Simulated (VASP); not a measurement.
# KBr (Pm-3m) in VASP: single point with PBE

Aim: the single point of KBr with PBE.

All numbers are computed with VASP 6.6.1; they aren't measurements. Logs are shortened: lines on timing, memory, paths and dates and some standing lists are left out, and cuts for length are marked.

## 1. The cell of the first run

It takes space group Pm-3m (No. 221, cubic). Conventional cell: a = 4.148 Å, b = 4.148 Å, c = 4.148 Å, α = 90.00°, β = 90.00°, γ = 90.00°. Within 4.7 Å of K (site symmetry m-3m) lie 8 Br at 3.59 Å and 6 K at 4.15 Å. Within 4.7 Å of Br (site symmetry m-3m) lie 8 K at 3.59 Å and 6 Br at 4.15 Å.

## 2. Single point, PBE

Input file INCAR:

```
  PREC = Accurate
  ENCUT = 520
  EDIFF = 1E-6
  ISMEAR = 0
  SIGMA = 0.05
  LREAL = F
  LASPH = T
  NELM = 100
  ALGO = Normal
  ISIF = 2
  LWAVE = F
  LCHARG = F
  GGA = PE
  NBANDS = 15
```

Input file KPOINTS:

```
Automatic mesh
0
Gamma
  8 8 8
```

Input file POSCAR:

```
KBr
1.0
   -1.3827633523      2.7655267045      2.7655267045
    2.7655267045     -1.3827633523      2.7655267045
    2.7655267045      2.7655267045     -1.3827633523
K Br
1 1
Direct
    0.0000000000      0.0000000000      0.0000000000
    0.5000000000      0.5000000000      0.5000000000
```

Potentials or basis: VASP PAW PBE potentials, release 64 (K_sv, Br).

Started as:

```
$ cat potpaw_PBE.64/K_sv/POTCAR potpaw_PBE.64/Br/POTCAR > POTCAR
$ mpirun -np 1 vasp_std > vasp.out
```

OUTCAR:

```text
PREC = Accurate
   ENCUT = 520
   EDIFF = 1E-6
   ISMEAR = 0
   LREAL = F
   LASPH = T
   NELM = 100
   ISIF = 2
   GGA = PE

 ion  position               nearest neighbor table
   1  0.000  0.000  0.000-
   2  0.500  0.500  0.500-

  LATTYP: Found a simple cubic cell.
 ALAT       =     4.1482900568

  Lattice vectors:

 A1 = (  -1.3827633523,   2.7655267045,   2.7655267045)
 A2 = (   2.7655267045,  -1.3827633523,   2.7655267045)
 A3 = (   2.7655267045,   2.7655267045,  -1.3827633523)

Analysis of symmetry for initial positions (statically):
=====================================================================
 Subroutine PRICEL returns:
 Original cell was already a primitive cell.

 Routine SETGRP: Setting up the symmetry group for a
 simple cubic supercell.

 Subroutine GETGRP returns: Found 48 space group operations
 (whereof 48 operations were pure point group operations)
 out of a pool of 48 trial point group operations.

The static configuration has the point symmetry O_h .

Analysis of symmetry for dynamics (positions and initial velocities):
=====================================================================
 Subroutine PRICEL returns:
 Original cell was already a primitive cell.

 Routine SETGRP: Setting up the symmetry group for a
 simple cubic supercell.

 Subroutine GETGRP returns: Found 48 space group operations
 (whereof 48 operations were pure point group operations)
 out of a pool of 48 trial point group operations.

The dynamic configuration has the point symmetry O_h .

 Subroutine INISYM returns: Found 48 space group operations
 (whereof 48 operations are pure point group operations),
 and found     1 'primitive' translations

----------------------------------------------------------------------------------------

                                     Primitive cell

  volume of cell :      71.3851

  direct lattice vectors                    reciprocal lattice vectors
    -1.382763352  2.765526705  2.765526705    -0.080354394  0.160708788  0.160708788
     2.765526705 -1.382763352  2.765526705     0.160708788 -0.080354394  0.160708788
     2.765526705  2.765526705 -1.382763352     0.160708788  0.160708788 -0.080354394

  length of vectors
     4.148290057  4.148290057  4.148290057     0.241063182  0.241063182  0.241063182

  position of ions in fractional coordinates (direct lattice)
[... 81 lines left out ...]
   EDIFFG = 0.1E-04   stopping-criterion for IOM
   NSW    =      0    number of steps for IOM
   IBRION =     -1    ionic relax: 0-MD 1-quasi-New 2-CG
   NFREE  =      0    steps in history (QN), initial steepest desc. (CG)
   ISIF   =      2    stress and relaxation
   ISYM   =      2    0-nonsym 1-usesym 2-fastsym
   POTIM  = 0.5000    time-step for ionic-motion
   TEBEG  =    0.0;   TEEND  =   0.0 temperature during run
   PSTRESS=    0.0 pullay stress
   NELECT =      16.0000    total number of electrons
   NUPDOWN=      -1.0000    fix difference up-down
   EMIN   =  10.00;   EMAX   =-10.00  energy-range for DOS
   EFERMI =   0.00;   METHOD = LEGACY
   ISMEAR =     0;   SIGMA  =   0.05  broadening in eV -4-tet -1-fermi 0-gaus
   EFERMI_NEDOS =   21; number of points for ismear=-14 and -15
   IALGO  =     38    algorithm
   IMIX   =      4    mixing-type and parameters
     AMIX     =   0.40;   BMIX     =  1.00
     AMIX_MAG =   1.60;   BMIX_MAG =  1.00
  volume/ion in A,a.u.               =      35.69       240.87
  Fermi-wavevector in a.u.,A,eV,Ry     =   0.994441  1.879221 13.454978  0.988913
  Thomas-Fermi vector in A             =   2.126392
   LORBIT       =      0    0 simple, 1 ext, 2 COOP (PROOUT), +10 PAW based schemes
   GGA     = PE    functional components
   LHFCALC =     F    Hartree Fock is set to
   AEXX    =    0.0000 exact exchange contribution
   IVDW    =     0    specifies the selected vdW correction
   LEPSILON=     F    determine dielectric tensor
   LRPA    =     F    only Hartree local field effects (RPA)
 non-spin polarized calculation
 Gauss-broadening in eV      SIGMA  =   0.05
  energy-cutoff  :      520.00
  volume of cell :       71.39
 maximum number of plane-waves:      1937
 NGX is ok and might be reduce to    32
   NGX = 15   NGY = 15   NGZ = 15

 number of electron      16.0000003 magnetization

 Free energy of the ion-electron system (eV)
  ---------------------------------------------------
  ext. energy  EPLUGINS =         0.00000000
  ---------------------------------------------------
  free energy    TOTEN  =        -6.06061029 eV

  energy without entropy =       -6.06061029  energy(sigma->0) =       -6.06061029

 E-fermi :  -0.7949     XC(G=0):  -7.5103

 val. band max:       -1.1142066271   @ k =   0.5000   0.5000   0.0000
 cond. band min:       2.5308469082   @ k =   0.0000   0.0000   0.0000
 fundamental gap:      3.6450535353
 Fermi energy:        -0.7949157331

 k-point     1 :       0.0000    0.0000    0.0000
  band No.  band energies     occupation
      1     -29.9074      2.00000
      2     -13.7456      2.00000
      3     -13.3365      2.00000
      4     -13.3365      2.00000
      5     -13.3365      2.00000
      6      -1.3491      2.00000
      7      -1.3491      2.00000
      8      -1.3491      2.00000
      9       2.5308      0.00000
     10       4.8120      0.00000
     11       4.8120      0.00000
     12       8.3629      0.00000
     13       8.3629      0.00000
     14       8.3629      0.00000
[... 401 lines left out ...]
      2     -13.6477      2.00000
      3     -13.4235      2.00000
      4     -13.3407      2.00000
      5     -13.3297      2.00000
      6      -2.4167      2.00000
      7      -2.2190      2.00000
      8      -1.3599      2.00000
      9       4.5112      0.00000
     10       5.7446      0.00000
     11       6.7273      0.00000
     12       6.9101      0.00000
     13       7.9797      0.00000
     14       8.2962      0.00000
     15       9.4953      0.00000

 [... further k-points ...]
[... 5 lines left out ...]
  --------------------------------------------------------------------------------------
  -------------------------------------------------------------------------------------
  Total       -0.4699213     -0.4699213     -0.4699213      0.0000000      0.0000000      0.0000000
  in kB      -10.5469869    -10.5469869    -10.5469869      0.0000000      0.0000000      0.0000000
  external PRESSURE =     -10.5469869 kB  Pullay stress =       0.0000000 kB

 VOLUME and BASIS-vectors are now :
 -----------------------------------------------------------------------------
  energy-cutoff  :      520.00
  volume of cell :       71.39
      direct lattice vectors                 reciprocal lattice vectors
    -1.382763352  2.765526705  2.765526705    -0.080354394  0.160708788  0.160708788
     2.765526705 -1.382763352  2.765526705     0.160708788 -0.080354394  0.160708788
     2.765526705  2.765526705 -1.382763352     0.160708788  0.160708788 -0.080354394

 POSITION                                       TOTAL-FORCE (eV/Angst)
 -----------------------------------------------------------------------------------
      0.00000      0.00000      0.00000         0.000000     -0.000000     -0.000000
      2.07415      2.07415      2.07415        -0.000000      0.000000      0.000000
 -----------------------------------------------------------------------------------
    total drift:                               -0.000000     -0.000000      0.000000

  FREE ENERGIE OF THE ION-ELECTRON SYSTEM (eV)
  ---------------------------------------------------
  free  energy   TOTEN  =        -6.0606102923 eV

  energy  without entropy=       -6.0606102923  energy(sigma->0) =       -6.06061029
```

It took 21 s on 1 thread of Intel Xeon Platinum 8488C (Sapphire Rapids), shared host; peak memory 0.18 GiB.

Results:

- Free energy: -6.0606 eV
- Pressure: -1.1 GPa
- Band gap on the k mesh: 3.65 eV, indirect (least direct gap 3.88 eV)
